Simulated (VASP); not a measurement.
Wanted: the native input for a VASP 6.6.1 run.

```yaml
Task: single point
Functional: PBE
Potentials_or_basis: VASP PAW PBE potentials, release 64 (In_d, P)
Cutoff: 520 eV
k_mesh: 11 × 11 × 11
Occupations: fermi-dirac, width 0.03 eV
Spin: no spin polarisation
Dipole_correction: no
Further_INCAR_settings: ALGO = Normal; EDIFF = 1e-06; NBANDS = 16
```

The structure of InP lies in POSCAR:

```
InP
1.0
    0.0000000000      2.8925700979      2.8925700979
    2.8925700979      0.0000000000      2.8925700979
    2.8925700979      2.8925700979      0.0000000000
In P
1 1
Direct
    0.0000000000      0.0000000000      0.0000000000
    0.5000000000      0.5000000000      0.5000000000
```

The input as run:

INCAR

```
SYSTEM = InP
ALGO = Normal
EDIFF = 1E-6
ENCUT = 520
GGA = PE
ISIF = 2
ISMEAR = -1
LASPH = .TRUE.
LCHARG = .FALSE.
LREAL = .FALSE.
LWAVE = .FALSE.
NBANDS = 16
NELM = 100
PREC = Accurate
SIGMA = 0.03
```

KPOINTS

```
k-points
0
G
  11 11 11
  0 0 0
```

Potentials or basis: VASP PAW PBE potentials, release 64 (In_d, P).

Launch:

```bash
$ cat potpaw_PBE.64/In_d/POTCAR potpaw_PBE.64/P/POTCAR > POTCAR
$ mpirun -np 1 vasp_std > vasp.out
```

It gave:

```
Pressure               : -7.0 GPa
Band gap on the k mesh : zero (bands 9 and 10 overlap by 2.17 eV)
```

Caveat: the cell stands under tension; spin-orbit coupling is left out, which moves the levels of the heavy elements.

It took 42 s on 1 thread of AMD EPYC 7R13, on a shared host, peak memory 0.16 GiB.
